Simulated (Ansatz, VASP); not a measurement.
## One calculation of MgO, two programs

```
CELL_PARAMETERS angstrom
3.45680 0.00000 0.00000
-1.72840 2.99367 0.00000
0.00000 0.00000 4.18256
ATOMIC_POSITIONS crystal
Mg 0.66667 0.33333 0.75000
Mg 0.33333 0.66667 0.25000
O 0.66667 0.33333 0.25000
O 0.33333 0.66667 0.75000
```

Alike in both runs: functional BLYP; dispersion D3(BJ); k mesh 6 × 6 × 4; no spin polarisation.

Ansatz relaxed the structure, and its values are those at the end. VASP's run is a single point on that final structure, the one shown.

|  | VASP | Ansatz |
| --- | --- | --- |
| version | VASP 6.6.1 | Ansatz 0.2.0 |
| potentials or method | VASP PAW PBE potentials, release 64 (Mg_sv, O) | plane waves, PAW |
| plane-wave cutoff (eV) | 840 | 420 |
| occupations | gaussian, width 0.01 eV | fixed |
| valence electrons in the cell | 32 | 32 |

VASP gave:

* pressure (GPa): 0.4

Task: What did Ansatz give for the same quantities?

Result: Pressure (GPa): 0.0.

VASP's potentials were made for PBE, not for BLYP.
